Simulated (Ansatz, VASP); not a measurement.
# Ga3As3CO: VASP beside Ansatz

```
CELL_PARAMETERS angstrom
4.01370 0.00000 0.00000
0.00000 5.67623 0.00000
0.00000 0.00000 23.33527
ATOMIC_POSITIONS crystal
Ga 0.50000 0.50000 0.17141
Ga 0.00000 0.06538 0.26800
Ga 0.50000 0.48946 0.32285
As 0.00000 0.25000 0.17141
As 0.50000 0.81022 0.25049
As 0.00000 0.28876 0.35934
O 0.50000 0.95542 0.48361
C 0.50000 0.95542 0.53290
```

Alike in both runs: task single point; functional PBE; dispersion D3(BJ); k mesh 7 × 5 × 1; occupations gaussian, width 0.05 eV; no spin polarisation.

```csv
,VASP,Ansatz
version,VASP 6.6.1,Ansatz 0.2.0
potentials or method,"VASP PAW PBE potentials, release 64 (Ga_d, As_d, O, C), cutoff 520 eV","scalar-relativistic, plane waves, PAW"
valence electrons in the cell,94,94
```

Ansatz gave:

```
gap on the k mesh at the Fermi level (eV) : 0.41
least direct gap on the mesh (eV)         : 0.76
rms of the force components (eV/Å)        : 0.542
```

Task: Which values does VASP return?

Result: gap on the k mesh at the Fermi level (eV): 0.41; least direct gap on the mesh (eV): 0.76; rms of the force components (eV/Å): 0.377.

One of these differences is far larger than is usual between the two programs; its cause wasn't traced.

Noted on VASP's run: the standard files for N, O and F lose accuracy on very short bonds.
